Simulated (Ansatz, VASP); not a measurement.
## ReW4: VASP beside Ansatz

```
W Re
1.0
     2.71494    0.00000    0.00000
    -0.90498    2.55967    0.00000
     0.00000    0.00000   24.86690
W Re
4 1
Direct
  0.00000 0.00000 0.32470
  0.50000 0.50000 0.41064
  0.50000 0.50000 0.58936
  0.00000 0.00000 0.67530
  0.00000 0.00000 0.50000
```

Alike in both runs: task single point; functional LDA; k mesh 14 × 14 × 1; occupations fermi-dirac, width 0.1 eV; no spin polarisation.

```csv
,VASP,Ansatz
version,VASP 6.6.1,Ansatz 0.2.0
potentials or method,"VASP PAW LDA potentials, release 64 (W_sv, Re), cutoff 520 eV","all-electron LAPW, scalar-relativistic"
```

|  | VASP | Ansatz | Ansatz less VASP |
| --- | --- | --- | --- |
| rms of the force components (eV/Å) | 0.081 | 0.094 | +0.0131 |

LDA's correlation is that of Perdew and Zunger in VASP and of Perdew and Wang (1992) in Ansatz. Ansatz ran all-electron here, and VASP with PAW potentials.

Spin-orbit coupling is off throughout.
